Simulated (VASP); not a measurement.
# Pb (Fm-3m) in VASP: single point with PBE

Aim: the single point of Pb with PBE.

Everything below comes from runs of VASP 6.6.1. Logs are shortened: lines on timing, memory, paths and dates and some standing lists are left out, and cuts for length are marked.

## 1. The cell of the first run

The structure is cubic, space group Fm-3m (No. 225). The conventional cell has a = 4.940 Å, b = 4.940 Å, c = 4.940 Å, α = 90.00°, β = 90.00°, γ = 90.00°. Pb (site symmetry m-3m) has 12 Pb at 3.49 Å within 4.6 Å.

## 2. Single point, PBE

INCAR

```
SYSTEM = Pb
  PREC = Accurate
  ENCUT = 500
  EDIFF = 1E-6
  ISMEAR = 0
  SIGMA = 0.1
  LREAL = .FALSE.
  LASPH = .TRUE.
  NELM = 120
  ALGO = Normal
  ISIF = 2
  LWAVE = .FALSE.
  LCHARG = .TRUE.
  GGA = PE
  LELF = .TRUE.
  LVHAR = .TRUE.
  NBANDS = 13
  GGA_COMPAT = .FALSE.
```

KPOINTS

```
Automatic mesh
0
G
  6 6 6
  0 0 0
```

POSCAR

```
Pb
1.0
    0.0000000000      2.4698000000      2.4698000000
    2.4698000000      0.0000000000      2.4698000000
    2.4698000000      2.4698000000      0.0000000000
Pb
1
Direct
    0.0000000000      0.0000000000      0.0000000000
```

Potentials or basis: VASP PAW PBE potentials, release 64 (Pb_d).

Launch:

```console
$ cat potpaw_PBE.64/Pb_d/POTCAR > POTCAR
$ mpirun -np 1 vasp_std > vasp.out
```

OUTCAR:

```text
SYSTEM = Pb
   PREC = Accurate
   ENCUT = 500
   EDIFF = 1E-6
   ISMEAR = 0
   LREAL = .FALSE.
   LASPH = .TRUE.
   NELM = 120
   ISIF = 2
   GGA = PE

 ion  position               nearest neighbor table
   1  0.000  0.000  0.000-

  LATTYP: Found a face centered cubic cell.
 ALAT       =     4.9396000000

  Lattice vectors:

 A1 = (   0.0000000000,   2.4698000000,   2.4698000000)
 A2 = (   2.4698000000,   0.0000000000,   2.4698000000)
 A3 = (   2.4698000000,   2.4698000000,   0.0000000000)

Analysis of symmetry for initial positions (statically):
=====================================================================
 Subroutine PRICEL returns:
 Original cell was already a primitive cell.

 Routine SETGRP: Setting up the symmetry group for a
 face centered cubic supercell.

 Subroutine GETGRP returns: Found 48 space group operations
 (whereof 48 operations were pure point group operations)
 out of a pool of 48 trial point group operations.

The static configuration has the point symmetry O_h .

Analysis of symmetry for dynamics (positions and initial velocities):
=====================================================================
 Subroutine PRICEL returns:
 Original cell was already a primitive cell.

 Routine SETGRP: Setting up the symmetry group for a
 face centered cubic supercell.

 Subroutine GETGRP returns: Found 48 space group operations
 (whereof 48 operations were pure point group operations)
 out of a pool of 48 trial point group operations.

The dynamic configuration has the point symmetry O_h .

 Subroutine INISYM returns: Found 48 space group operations
 (whereof 48 operations are pure point group operations),
 and found     1 'primitive' translations

----------------------------------------------------------------------------------------

                                     Primitive cell

  volume of cell :      30.1311

  direct lattice vectors                    reciprocal lattice vectors
     0.000000000  2.469800000  2.469800000    -0.202445542  0.202445542  0.202445542
     2.469800000  0.000000000  2.469800000     0.202445542 -0.202445542  0.202445542
     2.469800000  2.469800000  0.000000000     0.202445542  0.202445542 -0.202445542

  length of vectors
     3.492824656  3.492824656  3.492824656     0.350645965  0.350645965  0.350645965

  position of ions in fractional coordinates (direct lattice)
     0.000000000  0.000000000  0.000000000

  ion indices of the primitive-cell ions
   primitive index   ion index
                 1           1

----------------------------------------------------------------------------------------

 KPOINTS: Automatic mesh

Automatic generation of k-mesh.
 Grid dimensions read from file:
 generate k-points for:    6    6    6

 Generating k-lattice:

  Cartesian coordinates                     Fractional coordinates (reciprocal lattice)
    -0.033740924  0.033740924  0.033740924     0.166666667  0.000000000  0.000000000
     0.033740924 -0.033740924  0.033740924     0.000000000  0.166666667  0.000000000
     0.033740924  0.033740924 -0.033740924     0.000000000  0.000000000  0.166666667

  Length of vectors
     0.058440994  0.058440994  0.058440994

  Shift w.r.t. Gamma in fractional coordinates (k-lattice)
     0.000000000  0.000000000  0.000000000

 Subroutine IBZKPT returns following result:
 ===========================================

 Found     16 irreducible k-points:

 Following reciprocal coordinates:
            Coordinates               Weight
  0.000000  0.000000  0.000000      1.000000
  0.166667  0.000000  0.000000      8.000000
  0.333333  0.000000  0.000000      8.000000
  0.500000  0.000000  0.000000      4.000000
  0.166667  0.166667  0.000000      6.000000
  0.333333  0.166667  0.000000     24.000000
[... 8 lines left out ...]
 -0.333333  0.333333  0.166667     24.000000
 -0.333333  0.500000  0.166667     12.000000
   k-points           NKPTS =     16   k-points in BZ     NKDIM =     16   number of bands    NBANDS=     13
   number of dos      NEDOS =    301   number of ions     NIONS =      1
   total plane-waves  NPLWV =  21952
   dimension x,y,z NGX =    28 NGY =   28 NGZ =   28
   dimension x,y,z NGXF=    56 NGYF=   56 NGZF=   56
   ions per type =               1
   NGX,Y,Z   is equivalent  to a cutoff of  13.33, 13.33, 13.33 a.u.
   NGXF,Y,Z  is equivalent  to a cutoff of  26.65, 26.65, 26.65 a.u.
 SYSTEM =  Pb
   PREC   = accura    normal or accurate (medium, high low for compatibility)
   ISTART =      0    job   : 0-new  1-cont  2-samecut
   ICHARG =      2    charge: 1-file 2-atom 10-const
   ISPIN  =      1    spin polarized calculation?
   LNONCOLLINEAR =      F non collinear calculations
   LSORBIT =      F    spin-orbit coupling
   LASPH  =      T    aspherical Exc in radial PAW
   ENCUT  =  500.0 eV  36.75 Ry    6.06 a.u.   6.37  6.37  6.37*2*pi/ulx,y,z
   NELM   =    120;   NELMIN=  2; NELMDL= -5     # of ELM steps
   EDIFF  = 0.1E-05   stopping-criterion for ELM
   LREAL  =      F    real-space projection
   EDIFFG = 0.1E-04   stopping-criterion for IOM
   NSW    =      0    number of steps for IOM
   IBRION =     -1    ionic relax: 0-MD 1-quasi-New 2-CG
   NFREE  =      0    steps in history (QN), initial steepest desc. (CG)
   ISIF   =      2    stress and relaxation
   ISYM   =      2    0-nonsym 1-usesym 2-fastsym
   POTIM  = 0.5000    time-step for ionic-motion
   TEBEG  =    0.0;   TEEND  =   0.0 temperature during run
   PSTRESS=    0.0 pullay stress
   NELECT =      14.0000    total number of electrons
   NUPDOWN=      -1.0000    fix difference up-down
   EMIN   =  10.00;   EMAX   =-10.00  energy-range for DOS
   EFERMI =   0.00;   METHOD = LEGACY
   ISMEAR =     0;   SIGMA  =   0.10  broadening in eV -4-tet -1-fermi 0-gaus
   EFERMI_NEDOS =   21; number of points for ismear=-14 and -15
   IALGO  =     38    algorithm
   IMIX   =      4    mixing-type and parameters
     AMIX     =   0.40;   BMIX     =  1.00
     AMIX_MAG =   1.60;   BMIX_MAG =  1.00
  volume/ion in A,a.u.               =      30.13       203.33
  Fermi-wavevector in a.u.,A,eV,Ry     =   1.267980  2.396135 21.875082  1.607773
  Thomas-Fermi vector in A             =   2.401099
   LORBIT       =      0    0 simple, 1 ext, 2 COOP (PROOUT), +10 PAW based schemes
   GGA     = PE    functional components
   LHFCALC =     F    Hartree Fock is set to
   AEXX    =    0.0000 exact exchange contribution
   IVDW    =     0    specifies the selected vdW correction
   LEPSILON=     F    determine dielectric tensor
   LRPA    =     F    only Hartree local field effects (RPA)
 non-spin polarized calculation
 Gauss-broadening in eV      SIGMA  =   0.10
  energy-cutoff  :      500.00
  volume of cell :       30.13
 maximum number of plane-waves:       778
 NGX is ok and might be reduce to    28
   NGX = 13   NGY = 13   NGZ = 13

 number of electron      13.9999999 magnetization

 Free energy of the ion-electron system (eV)
  ---------------------------------------------------
  ext. energy  EPLUGINS =         0.00000000
  ---------------------------------------------------
  free energy    TOTEN  =        -3.44829337 eV

  energy without entropy =       -3.44336917  energy(sigma->0) =       -3.44583127

 E-fermi :   7.5029     XC(G=0): -10.2057

 val. band max:        7.3657998478   @ k =  -0.3333   0.3333   0.1667
 cond. band min:       7.5742921745   @ k =   0.3333   0.1667   0.0000
 fundamental gap:      0.2084923267
 Fermi energy:         7.5028773998

 k-point     1 :       0.0000    0.0000    0.0000
  band No.  band energies     occupation
      1      -9.6970      2.00000
      2      -9.6970      2.00000
      3      -9.6970      2.00000
      4      -9.5581      2.00000
      5      -9.5581      2.00000
      6      -4.4328      2.00000
      7      14.8318      0.00000
      8      14.8318      0.00000
      9      14.8318      0.00000
     10      17.1271      0.00000
     11      18.8002      0.00000
     12      19.8918      0.00000
     13      19.8918      0.00000

 k-point     2 :       0.1667    0.0000    0.0000
  band No.  band energies     occupation
      1      -9.6996      2.00000
      2      -9.6673      2.00000
      3      -9.6673      2.00000
      4      -9.5521      2.00000
      5      -9.5521      2.00000
      6      -3.8938      2.00000
      7      10.6920      0.00000
      8      14.2607      0.00000
      9      14.2607      0.00000
     10      16.5551      0.00000
     11      20.0032      0.00000
     12      20.5553      0.00000
     13      20.5561      0.00000

 k-point     3 :       0.3333    0.0000    0.0000
  band No.  band energies     occupation
      1      -9.7154      2.00000
      2      -9.6722      2.00000
      3      -9.6722      2.00000
      4      -9.4731      2.00000
      5      -9.4731      2.00000
      6      -2.3242      2.00000
      7       5.8253      2.00000
      8      13.3666      0.00000
      9      13.3666      0.00000
     10      16.3248      0.00000
     11      17.9583      0.00000
     12      19.1165      0.00000
     13      19.1165      0.00000

 k-point     4 :       0.5000    0.0000    0.0000
  band No.  band energies     occupation
      1      -9.7276      2.00000
      2      -9.6884      2.00000
      3      -9.6884      2.00000
      4      -9.4187      2.00000
      5      -9.4187      2.00000
      6      -0.7674      2.00000
      7       3.1254      2.00000
      8      12.9799      0.00000
      9      12.9799      0.00000
     10      16.6114      0.00000
     11      16.8863      0.00000
     12      18.6031      0.00000
     13      18.6031      0.00000

 k-point     5 :       0.1667    0.1667    0.0000
  band No.  band energies     occupation
      1      -9.7391      2.00000
      2      -9.6221      2.00000
      3      -9.6221      2.00000
      4      -9.6046      2.00000
      5      -9.5268      2.00000
      6      -3.7148      2.00000
      7      11.8309      0.00000
      8      12.6901      0.00000
      9      12.6901      0.00000
     10      15.7067      0.00000
     11      17.1722      0.00000
     12      22.5496      0.00000
     13      22.7714      0.00000
[... 129 lines left out ...]
 k-point    14 :       0.5000    0.3333    0.1667
  band No.  band energies     occupation
      1      -9.7273      2.00000
      2      -9.6826      2.00000
      3      -9.5815      2.00000
      4      -9.4691      2.00000
      5      -9.4574      2.00000
      6      -1.0343      2.00000
      7       6.2695      2.00000
      8       8.1149      0.00000
      9      10.4113      0.00000
     10      16.5874      0.00000
     11      17.5800      0.00000
     12      19.7552      0.00000
     13      24.5113      0.00000

 k-point    15 :      -0.3333    0.3333    0.1667
  band No.  band energies     occupation
      1      -9.7040      2.00000
      2      -9.6602      2.00000
      3      -9.5673      2.00000
      4      -9.5289      2.00000
      5      -9.4163      2.00000
      6       0.2221      2.00000
      7       4.7225      2.00000
      8       7.3658      1.94745
      9       9.3936      0.00000
     10      16.7972      0.00000
     11      18.7465      0.00000
     12      21.6133      0.00000
     13      21.6655      0.00000

 k-point    16 :      -0.3333    0.5000    0.1667
  band No.  band energies     occupation
      1      -9.7529      2.00000
      2      -9.7169      2.00000
      3      -9.5126      2.00000
      4      -9.4851      2.00000
      5      -9.3820      2.00000
      6       0.7394      2.00000
      7       4.9459      2.00000
      8       7.2877      1.99766
      9       7.9470      0.00000
     10      16.2080      0.00000
     11      17.0822      0.00000
     12      22.2226      0.00000
     13      22.6277      0.00000

------------------------ aborting loop because EDIFF is reached ----------------------------------------

  FORCE on cell =-STRESS in cart. coord.  units (eV):
  Direction    XX          YY          ZZ          XY          YZ          ZX
  --------------------------------------------------------------------------------------
  -------------------------------------------------------------------------------------
  Total        0.6717075      0.6717075      0.6717075     -0.0000000     -0.0000000      0.0000000
  in kB       35.7170370     35.7170370     35.7170370     -0.0000000     -0.0000000      0.0000000
  external PRESSURE =      35.7170370 kB  Pullay stress =       0.0000000 kB

 VOLUME and BASIS-vectors are now :
 -----------------------------------------------------------------------------
  energy-cutoff  :      500.00
  volume of cell :       30.13
      direct lattice vectors                 reciprocal lattice vectors
     0.000000000  2.469800000  2.469800000    -0.202445542  0.202445542  0.202445542
     2.469800000  0.000000000  2.469800000     0.202445542 -0.202445542  0.202445542
     2.469800000  2.469800000  0.000000000     0.202445542  0.202445542 -0.202445542

 POSITION                                       TOTAL-FORCE (eV/Angst)
 -----------------------------------------------------------------------------------
      0.00000      0.00000      0.00000         0.000000      0.000000     -0.000000
 -----------------------------------------------------------------------------------
    total drift:                               -0.000000     -0.000000     -0.000000

  FREE ENERGIE OF THE ION-ELECTRON SYSTEM (eV)
  ---------------------------------------------------
  free  energy   TOTEN  =        -3.4482933727 eV

  energy  without entropy=       -3.4433691683  energy(sigma->0) =       -3.44583127
```

Wall time 16 s (1 thread of Intel Xeon 8259CL, shared host); peak memory 0.15 GiB.

Results:

| Property | Result |
| --- | --- |
| Free energy | -3.4483 eV |
| Pressure | 3.6 GPa |
| Band gap on the k mesh | zero (bands 7 and 8 overlap by 9.03 eV) |

Caveat: the k points lie up to 0.37 Å⁻¹ apart, too coarse for converged energies and pressures of a metal; spin-orbit coupling is left out, which moves the levels of the heavy elements.
